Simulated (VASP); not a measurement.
The system is CdS.

```
Cd S
1.0
     0.00000    2.75324    2.75324
     2.75324    0.00000    2.75324
     2.75324    2.75324    0.00000
Cd S
1 1
Direct
  0.00000 0.00000 0.00000
  0.50000 0.50000 0.50000
```

Base run:

```yaml
Program: VASP 6.6.1
Functional: r2SCAN
Potentials_or_basis: VASP PAW PBE potentials, release 64 (Cd, S)
Cutoff: 550 eV
k_mesh: 6 × 6 × 6
Occupations: fermi-dirac, width 0.1 eV
Spin: no spin polarisation
```

Its results: band gap on the k mesh 0.73 eV, indirect (least direct gap 2.15 eV); pressure -1.8 GPa.

Task: The run is repeated on the same cell with these changes: k mesh from 6 × 6 × 6 to 5 × 5 × 5. What comes out?

Result: Band gap on the k mesh 1.22 eV, indirect (least direct gap 2.14 eV); pressure -1.7 GPa.

Caveats: the PAW data sets were made with another functional, which shifts forces and pressure a little.

A k mesh can miss the band edges.
